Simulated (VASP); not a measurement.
# Pt in VASP: single point with PBE+D3(BJ)

Aim: the single point of Pt with PBE+D3(BJ).

All numbers are computed with VASP 6.6.1; they aren't measurements. Logs are shortened: lines on timing, memory, paths and dates and some standing lists are left out, and cuts for length are marked.

## (1) The cell of the first run

The cell holds a slab with vacuum, 17 atoms: a = 5.556 Å, b = 5.556 Å, c = 25.805 Å, α = 90.00°, β = 90.00°, γ = 120.00°.

## (2) Single point, PBE+D3(BJ)

INCAR

```
SYSTEM = Pt
PREC = Accurate
ENCUT = 520
EDIFF = 1E-6
ISMEAR = 0
SIGMA = 0.1
LREAL = Auto
LASPH = .TRUE.
NELM = 60
ALGO = Normal
ISIF = 2
LWAVE = .FALSE.
LCHARG = .FALSE.
LDIPOL = .TRUE.
IDIPOL = 3
DIPOL = 0.5 0.5 0.474
GGA = PE
IVDW = 12
NBANDS = 99
```

KPOINTS

```
Automatic mesh
0
G
  6 6 1
  0 0 0
```

POSCAR

```
Pt
1.0
    5.5558884584      0.0000000000      0.0000000000
   -2.7779442292      4.8115405456      0.0000000000
    0.0000000000      0.0000000000     25.8045458955
Pt
17
Direct
    0.3333333333      0.1666666667      0.3293993250
    0.3333333333      0.6666666667      0.3293993250
    0.8333333333      0.1666666667      0.3293993250
    0.8333333333      0.6666666667      0.3293993250
    0.6666666667      0.3333333333      0.4172978672
    0.6666666667      0.8333333333      0.4172978672
    0.1666666667      0.3333333333      0.4172978672
    0.1666666667      0.8333333333      0.4172978672
   -0.0037392914      0.4981303543      0.5043554612
    0.0000000000      0.0000000000      0.5063090336
    0.5018696457      0.4981303543      0.5043554612
    0.5018696457      0.0037392914      0.5043554612
    0.3333333333      0.6666666667      0.5863769402
    0.3340015679      0.1670007840      0.5963743233
    0.8329992160      0.6659984321      0.5963743233
    0.8329992160      0.1670007840      0.5963743233
    0.3333333333      0.6666666667      0.6795917659
```

Potentials or basis: VASP PAW PBE potentials, release 64 (Pt).

Launch:

```
$ cat potpaw_PBE.64/Pt/POTCAR > POTCAR
$ mpirun -np 1 vasp_std > vasp.out
```

OUTCAR:

```text
SYSTEM = Pt
   PREC = Accurate
   ENCUT = 520
   EDIFF = 1E-6
   ISMEAR = 0
   LREAL = Auto
   LASPH = .TRUE.
   NELM = 60
   ISIF = 2
   GGA = PE
   IVDW = 12
 IVDW          = 12

 ion  position               nearest neighbor table
   1  0.333  0.167  0.329-   3 2.78   3 2.78   4 2.78   2 2.78   2 2.78   4 2.78   7 2.78   5 2.78
                             8 2.78
   2  0.333  0.667  0.329-   4 2.78   4 2.78   1 2.78   1 2.78   3 2.78   3 2.78   8 2.78   6 2.78
                             7 2.78
   3  0.833  0.167  0.329-   1 2.78   1 2.78   4 2.78   4 2.78   2 2.78   2 2.78   5 2.78   7 2.78
                             6 2.78
   4  0.833  0.667  0.329-   2 2.78   2 2.78   3 2.78   3 2.78   1 2.78   1 2.78   6 2.78   8 2.78
                             5 2.78
   5  0.667  0.333  0.417-   9 2.75  12 2.75  11 2.75   7 2.78   7 2.78   6 2.78   6 2.78   8 2.78
                             8 2.78   3 2.78   1 2.78   4 2.78
   6  0.667  0.833  0.417-  11 2.77  12 2.77   8 2.78   8 2.78   5 2.78   5 2.78   7 2.78   7 2.78
                             4 2.78   2 2.78   3 2.78  10 2.80
   7  0.167  0.333  0.417-  11 2.77   9 2.77   5 2.78   5 2.78   8 2.78   8 2.78   6 2.78   6 2.78
                             1 2.78   3 2.78   2 2.78  10 2.80
   8  0.167  0.833  0.417-  12 2.77   9 2.77   6 2.78   6 2.78   7 2.78   7 2.78   5 2.78   5 2.78
                             2 2.78   4 2.78   1 2.78  10 2.80
   9  0.996  0.498  0.504-  13 2.67  11 2.75  12 2.75   5 2.75   8 2.77   7 2.77  10 2.78  10 2.78
                            11 2.81  12 2.81  16 2.86  15 2.86
  10  0.000  0.000  0.506-  12 2.78  12 2.78  11 2.78   9 2.78   9 2.78  11 2.78   6 2.80   7 2.80
                             8 2.80  14 2.83  15 2.83  16 2.83
  11  0.502  0.498  0.504-  13 2.67   9 2.75  12 2.75   5 2.75   7 2.77   6 2.77  10 2.78  10 2.78
                             9 2.81  12 2.81  15 2.86  14 2.86
  12  0.502  0.004  0.504-  13 2.67  11 2.75   9 2.75   5 2.75   8 2.77   6 2.77  10 2.78  10 2.78
                            11 2.81   9 2.81  16 2.86  14 2.86
  13  0.333  0.667  0.586-  17 2.41   9 2.67  12 2.67  11 2.67  15 2.79  15 2.79  16 2.79  14 2.79
                            14 2.79  16 2.79
  14  0.334  0.167  0.596-  16 2.77  15 2.77  16 2.78  15 2.78  13 2.79  13 2.79  10 2.83  11 2.86
                            12 2.86
  15  0.833  0.666  0.596-  14 2.77  16 2.77  14 2.78  16 2.78  13 2.79  13 2.79  10 2.83  11 2.86
                             9 2.86
  16  0.833  0.167  0.596-  14 2.77  15 2.77  14 2.78  15 2.78  13 2.79  13 2.79  10 2.83  12 2.86
                             9 2.86
  17  0.333  0.667  0.680-  13 2.41

  LATTYP: Found a hexagonal cell.
 ALAT       =     5.5558884584
 C/A-ratio  =     4.6445399487

  Lattice vectors:

 A1 = (   5.5558884584,   0.0000000000,   0.0000000000)
 A2 = (  -2.7779442292,   4.8115405456,   0.0000000000)
 A3 = (   0.0000000000,   0.0000000000,  25.8045458955)

Analysis of symmetry for initial positions (statically):
=====================================================================
 Subroutine PRICEL returns:
 Original cell was already a primitive cell.

 Routine SETGRP: Setting up the symmetry group for a
 hexagonal supercell.

 Subroutine GETGRP returns: Found  6 space group operations
 (whereof  6 operations were pure point group operations)
 out of a pool of 24 trial point group operations.

The static configuration has the point symmetry C_3v.

Analysis of symmetry for dynamics (positions and initial velocities):
=====================================================================
 Subroutine PRICEL returns:
 Original cell was already a primitive cell.

 Routine SETGRP: Setting up the symmetry group for a
 hexagonal supercell.

 Subroutine GETGRP returns: Found  6 space group operations
 (whereof  6 operations were pure point group operations)
 out of a pool of 24 trial point group operations.

The dynamic configuration has the point symmetry C_3v.

 Subroutine INISYM returns: Found  6 space group operations
 (whereof  6 operations are pure point group operations),
 and found     1 'primitive' translations

----------------------------------------------------------------------------------------

                                     Primitive cell

  volume of cell :     689.8170

  direct lattice vectors                    reciprocal lattice vectors
     5.555888458  0.000000000  0.000000000     0.179989215  0.103916821  0.000000000
    -2.777944229  4.811540546  0.000000000     0.000000000  0.207833643  0.000000000
     0.000000000  0.000000000 25.804545895     0.000000000  0.000000000  0.038752862

  length of vectors
     5.555888458  5.555888458 25.804545895     0.207833643  0.207833643  0.038752862
[... 57 lines left out ...]

  Shift w.r.t. Gamma in fractional coordinates (k-lattice)
     0.000000000  0.000000000  0.000000000

 Subroutine IBZKPT returns following result:
 ===========================================

 Found      7 irreducible k-points:

 Following reciprocal coordinates:
            Coordinates               Weight
  0.000000  0.000000  0.000000      1.000000
  0.166667 -0.000000  0.000000      6.000000
  0.333333 -0.000000  0.000000      6.000000
  0.500000 -0.000000  0.000000      3.000000
  0.166667  0.166667  0.000000      6.000000
  0.333333  0.166667  0.000000     12.000000
  0.333333  0.333333  0.000000      2.000000
   k-points           NKPTS =      7   k-points in BZ     NKDIM =      7   number of bands    NBANDS=     99
   number of dos      NEDOS =    301   number of ions     NIONS =     17
   total plane-waves  NPLWV = 338688
   dimension x,y,z NGX =    42 NGY =   42 NGZ =  192
   dimension x,y,z NGXF=    84 NGYF=   84 NGZF=  384
   ions per type =              17
   NGX,Y,Z   is equivalent  to a cutoff of  12.57, 12.57, 12.37 a.u.
   NGXF,Y,Z  is equivalent  to a cutoff of  25.13, 25.13, 24.74 a.u.
 SYSTEM =  Pt
   PREC   = accura    normal or accurate (medium, high low for compatibility)
   ISTART =      0    job   : 0-new  1-cont  2-samecut
   ICHARG =      2    charge: 1-file 2-atom 10-const
   ISPIN  =      1    spin polarized calculation?
   LNONCOLLINEAR =      F non collinear calculations
   LSORBIT =      F    spin-orbit coupling
   LASPH  =      T    aspherical Exc in radial PAW
   ENCUT  =  520.0 eV  38.22 Ry    6.18 a.u.  10.33 10.33 47.98*2*pi/ulx,y,z
   NELM   =     60;   NELMIN=  2; NELMDL= -5     # of ELM steps
   EDIFF  = 0.1E-05   stopping-criterion for ELM
   LREAL  =      T    real-space projection
   EDIFFG = 0.1E-04   stopping-criterion for IOM
   NSW    =      0    number of steps for IOM
   IBRION =     -1    ionic relax: 0-MD 1-quasi-New 2-CG
   NFREE  =      0    steps in history (QN), initial steepest desc. (CG)
   ISIF   =      2    stress and relaxation
   ISYM   =      2    0-nonsym 1-usesym 2-fastsym
   POTIM  = 0.5000    time-step for ionic-motion
   TEBEG  =    0.0;   TEEND  =   0.0 temperature during run
   PSTRESS=    0.0 pullay stress
   NELECT =     170.0000    total number of electrons
   NUPDOWN=      -1.0000    fix difference up-down
   EMIN   =  10.00;   EMAX   =-10.00  energy-range for DOS
   EFERMI =   0.00;   METHOD = LEGACY
   ISMEAR =     0;   SIGMA  =   0.10  broadening in eV -4-tet -1-fermi 0-gaus
   EFERMI_NEDOS =   21; number of points for ismear=-14 and -15
   IALGO  =     38    algorithm
   IMIX   =      4    mixing-type and parameters
     AMIX     =   0.40;   BMIX     =  1.00
     AMIX_MAG =   1.60;   BMIX_MAG =  1.00
  volume/ion in A,a.u.               =      40.58       273.83
  Fermi-wavevector in a.u.,A,eV,Ry     =   1.026392  1.939599 14.333467  1.053480
  Thomas-Fermi vector in A             =   2.160282
   LORBIT       =      0    0 simple, 1 ext, 2 COOP (PROOUT), +10 PAW based schemes
   GGA     = PE    functional components
   LHFCALC =     F    Hartree Fock is set to
   AEXX    =    0.0000 exact exchange contribution
   IVDW    =    12    specifies the selected vdW correction
   LEPSILON=     F    determine dielectric tensor
   LRPA    =     F    only Hartree local field effects (RPA)
 non-spin polarized calculation
 Gauss-broadening in eV      SIGMA  =   0.10
  energy-cutoff  :      520.00
  volume of cell :      689.82
 maximum number of plane-waves:     18605
 NGX is ok and might be reduce to    42
   NGX = 21   NGY = 21   NGZ = 95

 dipolmoment           0.000000      0.000000      0.105587 electrons x Angstroem

 number of electron     170.0000012 magnetization

 dipolmoment           0.000000      0.000000     -0.126039 electrons x Angstroem

 Free energy of the ion-electron system (eV)
  ---------------------------------------------------
  ext. energy  EPLUGINS =         0.00000000
  ---------------------------------------------------
  free energy    TOTEN  =       -96.29724627 eV

  energy without entropy =      -96.10497049  energy(sigma->0) =      -96.20110838

 E-fermi :   0.7705     XC(G=0):  -5.8714

 val. band max:        0.7693968119   @ k =   0.1667  -0.0000   0.0000
 cond. band min:       0.7862011516   @ k =   0.0000   0.0000   0.0000
 fundamental gap:      0.0168043396
 Fermi energy:         0.7705399118

 k-point     1 :       0.0000    0.0000    0.0000
  band No.  band energies     occupation
      1      -8.8433      2.00000
      2      -7.5273      2.00000
      3      -6.4109      2.00000
      4      -6.3022      2.00000
      5      -6.1673      2.00000
      6      -6.0463      2.00000
[... 689 lines left out ...]
     96       3.5415      0.00000
     97       3.5589      0.00000
 [bands above 97 left out]

------------------------ aborting loop because EDIFF is reached ----------------------------------------

 vacuum level on the upper side and lower side of the slab       (xc-potential included)        -0.493         0.307

 Edisp (eV)   -9.80088

 E8    (eV) :    -4.6391

  FORCE on cell =-STRESS in cart. coord.  units (eV):
  Direction    XX          YY          ZZ          XY          YZ          ZX
  --------------------------------------------------------------------------------------
  -------------------------------------------------------------------------------------
  Total     -16.74927   -16.74927     1.24170     0.00000     0.00000     0.00000
  in kB     -38.90206   -38.90206     2.88398     0.00000     0.00000     0.00000
  external pressure =      -24.97 kB  Pullay stress =        0.00 kB

 VOLUME and BASIS-vectors are now :
 -----------------------------------------------------------------------------
  energy-cutoff  :      520.00
  volume of cell :      689.82
      direct lattice vectors                 reciprocal lattice vectors
     5.555888458  0.000000000  0.000000000     0.179989215  0.103916821  0.000000000
    -2.777944229  4.811540546  0.000000000     0.000000000  0.207833643  0.000000000
     0.000000000  0.000000000 25.804545895     0.000000000  0.000000000  0.038752862

 POSITION                                       TOTAL-FORCE (eV/Angst)
 -----------------------------------------------------------------------------------
      1.38897      0.80192      8.50000        -0.014694     -0.008483     -0.212511
     -0.00000      3.20769      8.50000        -0.000000     -0.000000     -0.226861
      4.16692      0.80192      8.50000         0.014694     -0.008483     -0.212511
      2.77794      3.20769      8.50000        -0.000000      0.016967     -0.212511
      2.77794      1.60385     10.76818        -0.000000      0.000000      0.171560
      1.38897      4.00962     10.76818         0.054083      0.031225      0.261884
[... 9 lines left out ...]
      4.16413      0.80353     15.38917         0.004197     -0.002423     -0.015560
     -0.00000      3.20769     17.53656        -0.000000      0.000000     -0.024924
 -----------------------------------------------------------------------------------
    total drift:                                0.000000     -0.000000      0.020225

  FREE ENERGIE OF THE ION-ELECTRON SYSTEM (eV)
  ---------------------------------------------------
  free  energy   TOTEN  =      -106.0981229821 eV

  energy  without entropy=     -105.9058472072  energy(sigma->0) =     -106.00198509

 vacuum level on the upper side and lower side of the slab         5.594         6.404
```

Run time: 38 min. Hardware: 1 thread of Oxide Virtual Turin-like, shared host; peak memory 0.79 GiB.

What came out:

```yaml
Free_energy: -106.0981 eV
Largest_force: 0.269 eV/Å
Band_gap_on_the_k_mesh: zero (bands 85 and 86 overlap by 0.67 eV)
Dispersion_energy_per_atom: -0.577 eV
```

Forces on the atoms (eV/Å):
```
Pt  -0.015 -0.008 -0.213
Pt   0.000  0.000 -0.227
Pt   0.015 -0.008 -0.213
Pt   0.000  0.017 -0.213
Pt   0.000  0.000  0.172
Pt   0.054  0.031  0.262
Pt   0.000 -0.062  0.262
Pt  -0.054  0.031  0.262
Pt  -0.005 -0.003 -0.001
Pt   0.000  0.000 -0.001
Pt   0.005 -0.003 -0.001
Pt   0.000  0.006 -0.001
Pt   0.000  0.000 -0.018
Pt  -0.004 -0.002 -0.016
Pt   0.000  0.005 -0.016
Pt   0.004 -0.002 -0.016
Pt   0.000  0.000 -0.025
```

Caveat: spin-orbit coupling is left out, which moves the levels of the heavy elements.
